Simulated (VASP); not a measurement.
# Te (P2/m) in VASP: a series of runs

The runs below take Te through single point, relaxation of cell and atoms, with PBE.

Program: VASP 6.6.1. These are calculated values, not measurements. Logs are shortened: lines on timing, memory, paths and dates and some standing lists are left out, and cuts for length are marked.

## (1) The cell of the first run

It takes space group P2/m (No. 10, monoclinic). Conventional cell: a = 2.665 Å, b = 2.981 Å, c = 4.657 Å, α = 90.00°, β = 94.13°, γ = 90.00°. Within 3.5 Å of Te (site symmetry 2/m) lie 4 Te at 2.66 to 2.98 Å.

The cell was built from a structure type or drawn by symmetry, and may not be a known phase.

## (2) Single point, PBE

INCAR

```
SYSTEM = Te
PREC = Accurate
ENCUT = 520
EDIFF = 1E-6
ISMEAR = 0
SIGMA = 0.1
LREAL = .FALSE.
LASPH = .TRUE.
NELM = 60
ALGO = Normal
ISIF = 2
LWAVE = .FALSE.
LCHARG = .TRUE.
GGA = PE
LELF = .TRUE.
LVHAR = .TRUE.
NBANDS = 9
```

KPOINTS

```
Automatic mesh
0
G
  6 6 4
  0 0 0
```

POSCAR

```
Te
1.0
    2.6645952300      0.0000000000      0.0000000000
    0.0000000000      2.9811512800      0.0000000000
   -0.3355734600      0.0000000000      4.6450225100
Te
1
Direct
    0.5000000000      0.0000000000      0.5000000000
```

Potentials or basis: VASP PAW PBE potentials, release 64 (Te).

Command:

```sh
$ cat potpaw_PBE.64/Te/POTCAR > POTCAR
$ mpirun -np 1 vasp_std > vasp.out
```

OUTCAR:

```text
SYSTEM = Te
   PREC = Accurate
   ENCUT = 520
   EDIFF = 1E-6
   ISMEAR = 0
   LREAL = .FALSE.
   LASPH = .TRUE.
   NELM = 60
   ISIF = 2
   GGA = PE

 ion  position               nearest neighbor table
   1  0.500  0.000  0.500-

  LATTYP: Found a simple monoclinic cell.
 ALAT       =     2.6645952300
 B/A-ratio  =     1.1188008019
 C/A-ratio  =     1.7477807554
 COS(beta)  =    -0.0720558767

  Lattice vectors:

 A1 = (   2.6645952300,   0.0000000000,   0.0000000000)
 A2 = (   0.0000000000,   2.9811512800,   0.0000000000)
 A3 = (  -0.3355734600,   0.0000000000,   4.6450225100)

Analysis of symmetry for initial positions (statically):
=====================================================================
 Subroutine PRICEL returns:
 Original cell was already a primitive cell.

 Routine SETGRP: Setting up the symmetry group for a
 simple monoclinic supercell.

 Subroutine GETGRP returns: Found  4 space group operations
 (whereof  4 operations were pure point group operations)
 out of a pool of  4 trial point group operations.

The static configuration has the point symmetry C_2h.

Analysis of symmetry for dynamics (positions and initial velocities):
=====================================================================
 Subroutine PRICEL returns:
 Original cell was already a primitive cell.

 Routine SETGRP: Setting up the symmetry group for a
 simple monoclinic supercell.

 Subroutine GETGRP returns: Found  4 space group operations
 (whereof  4 operations were pure point group operations)
 out of a pool of  4 trial point group operations.

The dynamic configuration has the point symmetry C_2h.

 Subroutine INISYM returns: Found  4 space group operations
 (whereof  4 operations are pure point group operations),
 and found     1 'primitive' translations

----------------------------------------------------------------------------------------

                                     Primitive cell

  volume of cell :      36.8980

  direct lattice vectors                    reciprocal lattice vectors
     2.664595230  0.000000000  0.000000000     0.375291522  0.000000000  0.027112436
     0.000000000  2.981151280  0.000000000     0.000000000  0.335440877  0.000000000
    -0.335573460  0.000000000  4.645022510     0.000000000  0.000000000  0.215284210

  length of vectors
     2.664595230  2.981151280  4.657128264     0.376269599  0.335440877  0.215284210

  position of ions in fractional coordinates (direct lattice)
     0.500000000  0.000000000  0.500000000

  ion indices of the primitive-cell ions
   primitive index   ion index
                 1           1

----------------------------------------------------------------------------------------

 KPOINTS: Automatic mesh

Automatic generation of k-mesh.
 Grid dimensions read from file:
 generate k-points for:    6    6    4

 Generating k-lattice:

  Cartesian coordinates                     Fractional coordinates (reciprocal lattice)
     0.062548587  0.000000000  0.004518739     0.166666667  0.000000000  0.000000000
     0.000000000  0.055906813  0.000000000     0.000000000  0.166666667  0.000000000
     0.000000000  0.000000000  0.053821052     0.000000000  0.000000000  0.250000000

  Length of vectors
     0.062711600  0.055906813  0.053821052

  Shift w.r.t. Gamma in fractional coordinates (k-lattice)
     0.000000000  0.000000000  0.000000000

 Subroutine IBZKPT returns following result:
 ===========================================

 Found     56 irreducible k-points:

 Following reciprocal coordinates:
            Coordinates               Weight
  0.000000  0.000000  0.000000      1.000000
  0.166667  0.000000  0.000000      2.000000
  0.333333  0.000000  0.000000      2.000000
  0.500000  0.000000  0.000000      1.000000
  0.000000  0.166667  0.000000      2.000000
  0.166667  0.166667  0.000000      4.000000
[... 16 lines left out ...]
  0.000000  0.166667  0.250000      4.000000
  0.166667  0.166667  0.250000      4.000000
 [... further k-points ...]
   k-points           NKPTS =     56   k-points in BZ     NKDIM =     56   number of bands    NBANDS=      9
   number of dos      NEDOS =    301   number of ions     NIONS =      1
   total plane-waves  NPLWV =  17280
   dimension x,y,z NGX =    20 NGY =   24 NGZ =   36
   dimension x,y,z NGXF=    40 NGYF=   48 NGZF=   72
   ions per type =               1
   NGX,Y,Z   is equivalent  to a cutoff of  12.48, 13.38, 12.85 a.u.
   NGXF,Y,Z  is equivalent  to a cutoff of  24.96, 26.77, 25.70 a.u.
 SYSTEM =  Te
   PREC   = accura    normal or accurate (medium, high low for compatibility)
   ISTART =      0    job   : 0-new  1-cont  2-samecut
   ICHARG =      2    charge: 1-file 2-atom 10-const
   ISPIN  =      1    spin polarized calculation?
   LNONCOLLINEAR =      F non collinear calculations
   LSORBIT =      F    spin-orbit coupling
   LASPH  =      T    aspherical Exc in radial PAW
   ENCUT  =  520.0 eV  38.22 Ry    6.18 a.u.   4.95  5.54  8.66*2*pi/ulx,y,z
   NELM   =     60;   NELMIN=  2; NELMDL= -5     # of ELM steps
   EDIFF  = 0.1E-05   stopping-criterion for ELM
   LREAL  =      F    real-space projection
   EDIFFG = 0.1E-04   stopping-criterion for IOM
   NSW    =      0    number of steps for IOM
   IBRION =     -1    ionic relax: 0-MD 1-quasi-New 2-CG
   NFREE  =      0    steps in history (QN), initial steepest desc. (CG)
   ISIF   =      2    stress and relaxation
   ISYM   =      2    0-nonsym 1-usesym 2-fastsym
   POTIM  = 0.5000    time-step for ionic-motion
   TEBEG  =    0.0;   TEEND  =   0.0 temperature during run
   PSTRESS=    0.0 pullay stress
   NELECT =       6.0000    total number of electrons
   NUPDOWN=      -1.0000    fix difference up-down
   EMIN   =  10.00;   EMAX   =-10.00  energy-range for DOS
   EFERMI =   0.00;   METHOD = LEGACY
   ISMEAR =     0;   SIGMA  =   0.10  broadening in eV -4-tet -1-fermi 0-gaus
   EFERMI_NEDOS =   21; number of points for ismear=-14 and -15
   IALGO  =     38    algorithm
   IMIX   =      4    mixing-type and parameters
     AMIX     =   0.40;   BMIX     =  1.00
     AMIX_MAG =   1.60;   BMIX_MAG =  1.00
  volume/ion in A,a.u.               =      36.90       249.00
  Fermi-wavevector in a.u.,A,eV,Ry     =   0.893561  1.688585 10.863590  0.798451
  Thomas-Fermi vector in A             =   2.015654
   LORBIT       =      0    0 simple, 1 ext, 2 COOP (PROOUT), +10 PAW based schemes
   GGA     = PE    functional components
   LHFCALC =     F    Hartree Fock is set to
   AEXX    =    0.0000 exact exchange contribution
   IVDW    =     0    specifies the selected vdW correction
   LEPSILON=     F    determine dielectric tensor
   LRPA    =     F    only Hartree local field effects (RPA)
 non-spin polarized calculation
 Gauss-broadening in eV      SIGMA  =   0.10
  energy-cutoff  :      520.00
  volume of cell :       36.90
 maximum number of plane-waves:      1008
   NGX =  9   NGY = 11   NGZ = 17

 number of electron       6.0000000 magnetization

 Free energy of the ion-electron system (eV)
  ---------------------------------------------------
  ext. energy  EPLUGINS =         0.00000000
  ---------------------------------------------------
  free energy    TOTEN  =        -2.71620679 eV

  energy without entropy =       -2.71357687  energy(sigma->0) =       -2.71489183

 E-fermi :   4.7829     XC(G=0):  -8.3256

 val. band max:        4.7364189625   @ k =   0.5000   0.0000   0.0000
 cond. band min:       4.8385358047   @ k =   0.3333   0.3333   0.0000
 fundamental gap:      0.1021168422
 Fermi energy:         4.7828659519

 k-point     1 :       0.0000    0.0000    0.0000
  band No.  band energies     occupation
      1      -9.5300      2.00000
      2       1.2704      2.00000
      3       7.2364      0.00000
      4       7.4708      0.00000
      5      11.3017      0.00000
      6      12.2393      0.00000
      7      16.5408      0.00000
      8      19.3213      0.00000
      9      19.7113      0.00000

 k-point     2 :       0.1667    0.0000    0.0000
  band No.  band energies     occupation
      1      -8.9305      2.00000
      2       1.8581      2.00000
      3       6.5426      0.00000
      4       7.8725      0.00000
      5       8.0800      0.00000
      6      13.0324      0.00000
      7      17.0004      0.00000
      8      19.9007      0.00000
      9      20.1099      0.00000

 k-point     3 :       0.3333    0.0000    0.0000
  band No.  band energies     occupation
      1      -7.1500      2.00000
      2       1.0884      2.00000
      3       3.4345      2.00000
      4       9.5273      0.00000
      5       9.7514      0.00000
      6      12.5025      0.00000
      7      14.2595      0.00000
      8      17.0252      0.00000
      9      18.9887      0.00000

 k-point     4 :       0.5000    0.0000    0.0000
  band No.  band energies     occupation
      1      -5.0885      2.00000
      2      -2.2852      2.00000
      3       4.7364      1.48873
      4      10.1559      0.00000
      5      10.8033      0.00000
      6      12.5511      0.00000
      7      12.7103      0.00000
      8      16.5577      0.00000
      9      16.9645      0.00000
[... 205 lines left out ...]
 k-point    22 :      -0.1667    0.0000    0.2500
  band No.  band energies     occupation
      1      -8.8950      2.00000
      2       1.3109      2.00000
      3       6.6190      0.00000
      4       7.9018      0.00000
      5       9.5598      0.00000
      6      13.1159      0.00000
      7      16.0740      0.00000
      8      18.7391      0.00000
      9      19.4411      0.00000

 k-point    23 :       0.0000    0.1667    0.2500
  band No.  band energies     occupation
      1      -9.0744      2.00000
      2       1.0525      2.00000
      3       4.0593      2.00000
      4       9.6327      0.00000
      5      11.7404      0.00000
      6      14.1291      0.00000
      7      15.3549      0.00000
      8      17.4793      0.00000
      9      19.4915      0.00000

 k-point    24 :       0.1667    0.1667    0.2500
  band No.  band energies     occupation
      1      -8.4699      2.00000
      2       1.5796      2.00000
      3       4.5962      1.99169
      4       7.1100      0.00000
      5      10.4623      0.00000
      6      14.5775      0.00000
      7      16.7798      0.00000
      8      17.2126      0.00000
      9      18.9587      0.00000

 [... further k-points ...]

------------------------ aborting loop because EDIFF is reached ----------------------------------------

  FORCE on cell =-STRESS in cart. coord.  units (eV):
  Direction    XX          YY          ZZ          XY          YZ          ZX
  --------------------------------------------------------------------------------------
  -------------------------------------------------------------------------------------
  Total        5.3510952      3.1504111     -0.1535444      0.0000000      0.0000000      0.0453224
  in kB      232.3540117    136.7964175     -6.6671706      0.0000000      0.0000000      1.9679779
  external PRESSURE =     120.8277529 kB  Pullay stress =       0.0000000 kB

 VOLUME and BASIS-vectors are now :
 -----------------------------------------------------------------------------
  energy-cutoff  :      520.00
  volume of cell :       36.90
      direct lattice vectors                 reciprocal lattice vectors
     2.664595230  0.000000000  0.000000000     0.375291522  0.000000000  0.027112436
     0.000000000  2.981151280  0.000000000     0.000000000  0.335440877  0.000000000
    -0.335573460  0.000000000  4.645022510     0.000000000  0.000000000  0.215284210

 POSITION                                       TOTAL-FORCE (eV/Angst)
 -----------------------------------------------------------------------------------
      1.16451      0.00000      2.32251         0.000000      0.000000      0.000000
 -----------------------------------------------------------------------------------
    total drift:                                0.000000      0.000000     -0.000000

  FREE ENERGIE OF THE ION-ELECTRON SYSTEM (eV)
  ---------------------------------------------------
  free  energy   TOTEN  =        -2.7162067883 eV

  energy  without entropy=       -2.7135768726  energy(sigma->0) =       -2.71489183
```

Wall time 13 s (1 thread of Intel Xeon 8259CL, shared host); peak memory 0.15 GiB.

What came out:

```yaml
Free_energy: -2.7162 eV
Pressure: 12.1 GPa
Band_gap_on_the_k_mesh: zero (bands 3 and 4 overlap by 3.41 eV)
```

Stress tensor (GPa, compression positive):
```
23.24  0.00  0.20
 0.00 13.68  0.00
 0.20  0.00 -0.67
```

Caveat: the k points lie up to 0.39 Å⁻¹ apart, too coarse for converged energies and pressures of a metal; spin-orbit coupling is left out, which moves the levels of the heavy elements.

## (3) Relaxation of cell and atoms, PBE

INCAR

```
SYSTEM = Te
PREC     = Accurate       ! precision mode
ENCUT    = 600            ! plane-wave cutoff, eV
EDIFF    = 1E-6           ! SCF threshold, eV
ISMEAR   = 0              ! smearing method
SIGMA    = 0.1            ! smearing width, eV
LREAL    = .FALSE.        ! projectors in reciprocal space
LASPH    = .TRUE.         ! aspherical terms in the spheres
NELM     = 80             ! most SCF steps
ALGO     = Normal         ! electronic algorithm
ISIF     = 3              ! what is computed and relaxed
LWAVE    = .FALSE.        ! write WAVECAR
LCHARG   = .FALSE.        ! write CHGCAR
GGA      = PE             ! functional
IBRION   = 2              ! ionic algorithm
NSW      = 90             ! ionic steps
EDIFFG   = -0.04          ! ionic threshold
```

KPOINTS is that of step 2.

POSCAR is that of step 2.

Potentials or basis: VASP PAW PBE potentials, release 64 (Te).

Command:

```sh
$ cat potpaw_PBE.64/Te/POTCAR > POTCAR
$ mpirun -np 1 vasp_std > vasp.out
```

It took 4.1 min on 1 thread of Intel Xeon 8259CL, shared host; peak memory 0.18 GiB.

It converged, with:

| Property | Result |
| --- | --- |
| Free energy | -3.0309 eV |
| Relaxed volume | 35.41 Å³/atom |
| Relaxed cell | a = 2.872 Å, b = 3.262 Å, c = 3.780 Å, α = 90.00°, β = 89.92°, γ = 90.00° |
| Space group after relaxing (to 0.1 Å) | Pmmm (No. 47) |
| Energy gained by relaxing | 314.6 meV/atom |
| Ionic steps | 24 |
| Pressure after relaxing | 0.0 GPa |
| Band gap on the k mesh | zero (bands 3 and 4 overlap by 3.30 eV) |

Stress tensor (GPa, compression positive):
```
-0.02  0.00 -0.02
 0.00  0.10  0.00
-0.02  0.00 -0.05
```

Step by step:
| step | energy change (eV) | largest force (eV/Å) | pressure (GPa) | volume (Å³) |
| --- | --- | --- | --- | --- |
| 1 | 0.0000 | 0.0000 | 12.08 | 36.90 |
| 2 | 0.1950 | 0.0000 | -5.85 | 53.08 |
| 3 | -0.2610 | 0.0000 | -0.60 | 42.53 |
| 4 | -0.2636 | 0.0000 | 0.00 | 42.09 |
| 5 | -0.2639 | 0.0000 | 0.30 | 41.87 |
| 6 | -0.2790 | 0.0000 | -0.23 | 42.67 |
| 7 | -0.2814 | 0.0000 | -0.18 | 42.46 |
| 8 | -0.2830 | 0.0000 | -0.36 | 42.27 |
| 9 | -0.2860 | 0.0000 | -0.88 | 41.68 |
| 10 | -0.2864 | 0.0000 | -1.12 | 41.39 |
| 11 | -0.2868 | 0.0000 | -1.09 | 41.30 |
| 12 | -0.2880 | 0.0000 | -1.04 | 41.01 |
| 13 | -0.2902 | 0.0000 | -0.93 | 40.43 |
| 14 | -0.2947 | 0.0000 | -0.71 | 39.29 |
| 15 | -0.3074 | 0.0000 | -0.09 | 37.01 |
| 16 | -0.2991 | 0.0000 | 3.19 | 32.46 |
| 17 | -0.3123 | 0.0000 | 0.77 | 35.26 |
| 18 | -0.3127 | 0.0000 | 0.58 | 35.58 |
| 19 | -0.3126 | 0.0000 | 0.39 | 35.90 |
| 20 | -0.3128 | 0.0000 | 0.53 | 35.71 |
| 21 | -0.3138 | 0.0000 | 0.62 | 34.99 |
| 22 | -0.3138 | 0.0000 | 0.61 | 34.94 |
| 23 | -0.3145 | 0.0000 | 0.23 | 35.23 |
| 24 | -0.3146 | 0.0000 | 0.01 | 35.41 |

Final structure:
```
Te
1.0
     2.86900    0.00000    0.12476
     0.00000    3.26204    0.00000
    -0.15861    0.00000    3.77635
Te
1
Direct
  0.50000 0.00000 0.50000
```

Levels at points of the mesh, in eV from the Fermi level:
| k point | band 1 | band 2 | band 3 | band 4 | band 5 | band 6 | band 7 |
| --- | --- | --- | --- | --- | --- | --- | --- |
| (0.00, 0.00, 0.00) | -13.62 | -1.55 | 0.71 | 3.83 | 4.20 | 5.92 | 9.28 |
| (0.50, 0.00, 0.00) | -10.45 | -6.44 | 0.94 | 3.17 | 7.54 | 7.65 | 8.09 |
| (0.00, 0.50, 0.00) | -12.13 | -5.80 | -0.29 | 5.40 | 6.22 | 7.54 | 8.19 |
| (0.50, 0.50, 0.00) | -8.81 | -5.23 | -3.21 | 2.14 | 2.56 | 9.22 | 10.15 |
| (0.00, 0.00, 0.50) | -13.09 | -5.01 | 1.15 | 4.62 | 6.76 | 10.20 | 10.25 |
| (0.50, 0.00, 0.50) | -9.89 | -5.96 | -2.24 | 2.81 | 3.57 | 10.56 | 11.01 |
| (0.00, 0.50, 0.50) | -11.61 | -5.21 | -3.45 | 2.47 | 5.80 | 11.55 | 13.78 |
| (0.50, 0.50, 0.50) | -8.24 | -4.81 | -2.70 | -0.82 | 3.56 | 4.96 | 5.98 |

Caveat: the k points lie up to 0.42 Å⁻¹ apart in the final cell, too coarse for converged energies and pressures of a metal; a cell axis changed by over 15 % at a fixed basis, so the end point is rough; spin-orbit coupling is left out, which moves the levels of the heavy elements.
